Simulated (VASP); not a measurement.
Here is a VASP 6.6.1 calculation.

POSCAR

```
Al
1.0
    0.0000000000      2.0064425445      2.0064425445
    2.0064425445      0.0000000000      2.0064425445
    2.0064425445      2.0064425445      0.0000000000
Al
1
Direct
    0.0000000000      0.0000000000      0.0000000000
```

File INCAR.step1:

```
SYSTEM = Al
PREC     = Accurate       ! precision mode
ENCUT    = 520            ! plane-wave cutoff, eV
EDIFF    = 1E-5           ! SCF threshold, eV
ISMEAR   = -1             ! smearing method
SIGMA    = 0.1            ! smearing width, eV
LREAL    = .FALSE.        ! projectors in reciprocal space
LASPH    = .TRUE.         ! aspherical terms in the spheres
NELM     = 100            ! most SCF steps
ALGO     = Normal         ! electronic algorithm
ISIF     = 2              ! what is computed and relaxed
LWAVE    = .TRUE.         ! write WAVECAR
LCHARG   = .FALSE.        ! write CHGCAR
NBANDS   = 8              ! bands
GGA      = PE             ! functional
```

Contents of INCAR.step2:

```
SYSTEM = Al
PREC     = Accurate       ! precision mode
ENCUT    = 520            ! plane-wave cutoff, eV
EDIFF    = 1E-7           ! SCF threshold, eV
ISMEAR   = -1             ! smearing method
SIGMA    = 0.1            ! smearing width, eV
LREAL    = .FALSE.        ! projectors in reciprocal space
LASPH    = .TRUE.         ! aspherical terms in the spheres
NELM     = 100            ! most SCF steps
ALGO     = Normal         ! electronic algorithm
ISIF     = 2              ! what is computed and relaxed
LWAVE    = .FALSE.        ! write WAVECAR
LCHARG   = .FALSE.        ! write CHGCAR
GGA      = PE             ! functional
LHFCALC  = .TRUE.         ! exact exchange
HFSCREEN = 0.2079         ! screening, 1/A
PRECFOCK = Normal       
NBANDS   = 8              ! bands
ISTART   = 1
```

Contents of KPOINTS:

```
regular mesh
0
G
  6 6 6
  0 0 0
```

Potentials or basis: VASP PAW PBE potentials, release 64 (Al).

Launch:

```sh
$ cat potpaw_PBE.64/Al/POTCAR > POTCAR
$ cp INCAR.step1 INCAR
$ mpirun -np 1 vasp_std > vasp.out
$ cp INCAR.step2 INCAR
$ mpirun -np 1 vasp_std > vasp.out
```

Problem. Predict the band gap on the k mesh.

Solution. Zero (an odd number of electrons rules out a gap without spin polarisation).

Problem. Estimate the pressure.

Solution. 1.2 GPa.

Caveat: the k points lie up to 0.45 Å⁻¹ apart, too coarse for converged energies and pressures of a metal; the PAW data sets were made with another functional, which shifts forces and pressure a little.
